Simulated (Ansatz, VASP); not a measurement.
## CdPtC4N4: VASP beside Ansatz

Contents of INCAR:

```
SYSTEM = CdPtC4N4
  PREC = Accurate
  ENCUT = 520
  EDIFF = 1E-7
  ISMEAR = 0
  SIGMA = 0.1
  LREAL = .FALSE.
  LASPH = .TRUE.
  NELM = 150
  ALGO = Normal
  ISIF = 2
  LWAVE = .FALSE.
  LCHARG = .FALSE.
  ISPIN = 2
  MAGMOM = 0 1 0 0 0 0 0 0 0 0
  LORBIT = 11
  LMAXMIX = 4
  GGA = PE
  NBANDS = 44
```

KPOINTS

```
regular mesh
0
G
  4 4 4
  0 0 0
```

Contents of POSCAR:

```
CdPtC4N4
1.0
    5.9796167400      0.0000000000      0.0000000000
    0.0000000000      5.9796167400      0.0000000000
    0.0000000000      0.0000000000      5.9796167400
Cd Pt C N
1 1 4 4
Direct
    0.0000000000      0.0000000000      0.0000000000
    0.5000000000      0.5000000000      0.5000000000
    0.1932026600      0.1932026600      0.1932026600
    0.1932026600      0.8067973400      0.8067973400
    0.8067973400      0.1932026600      0.8067973400
    0.8067973400      0.8067973400      0.1932026600
    0.3061697400      0.3061697400      0.3061697400
    0.3061697400      0.6938302600      0.6938302600
    0.6938302600      0.3061697400      0.6938302600
    0.6938302600      0.6938302600      0.3061697400
```

Input for Ansatz:

```yaml
crystal:
  lattice:
    - [5.97961674, 0.0, 0.0]
    - [0.0, 5.97961674, 0.0]
    - [0.0, 0.0, 5.97961674]
  atoms:
    - { symbol: Cd, position: [0.0, 0.0, 0.0] }
    - { symbol: Pt, position: [0.5, 0.5, 0.5], spin: 1.0 }
    - { symbol: C, position: [0.19320266, 0.19320266, 0.19320266] }
    - { symbol: C, position: [0.19320266, 0.80679734, 0.80679734] }
    - { symbol: C, position: [0.80679734, 0.19320266, 0.80679734] }
    - { symbol: C, position: [0.80679734, 0.80679734, 0.19320266] }
    - { symbol: "N", position: [0.30616974, 0.30616974, 0.30616974] }
    - { symbol: "N", position: [0.30616974, 0.69383026, 0.69383026] }
    - { symbol: "N", position: [0.69383026, 0.30616974, 0.69383026] }
    - { symbol: "N", position: [0.69383026, 0.69383026, 0.30616974] }
basis:
  ecutwfc: 420
kpoints:
  mp_grid: { grid: [4, 4, 4] }
hamiltonian:
  xc: pbe
scf:
  occupations: { method: gaussian, width: 0.1 }
  lower_state_search: "off"
output:
  forces: true
  stress: true
  eigenvalues: true
  populations: true
magnetization:
  spin_polarized: true
```

Alike in both runs: task single point; functional PBE; k mesh 4 × 4 × 4; occupations gaussian, width 0.1 eV; collinear spin.

|  | VASP | Ansatz |
| --- | --- | --- |
| version | VASP 6.6.1 | Ansatz 0.2.0 |
| potentials or method | VASP PAW PBE potentials, release 64 (Cd, Pt, C, N), cutoff 520 eV | scalar-relativistic, plane waves, PAW |
| valence electrons in the cell | 58 | 74 |

Ansatz gave:

* gap on the k mesh at the Fermi level (eV): none
* pressure (GPa): 7.1
* rms of the force components (eV/Å): 1.032
* net moment per atom (μB): 0.20
* size of the moment on the site where the two differ most (μB): 0.86

Task: Estimate VASP's values.

Result: gap on the k mesh at the Fermi level (eV): none; pressure (GPa): 7.6; rms of the force components (eV/Å): 0.924; net moment per atom (μB): 0.20; size of the moment on the site where the two differ most (μB): 1.23.

Site moments also hang on the region over which each program counts them. Atom by atom the forces differ by 0.155 eV/Å (rms over components). A gap of «none» marks a metal or a gap that the smearing closes. VASP's potentials hold 58 valence electrons a cell and Ansatz's 74, so a difference there can come from the potentials and not from the codes.

Neither program's run includes spin-orbit coupling. Noted on VASP's run: the standard files for N, O and F lose accuracy on very short bonds.
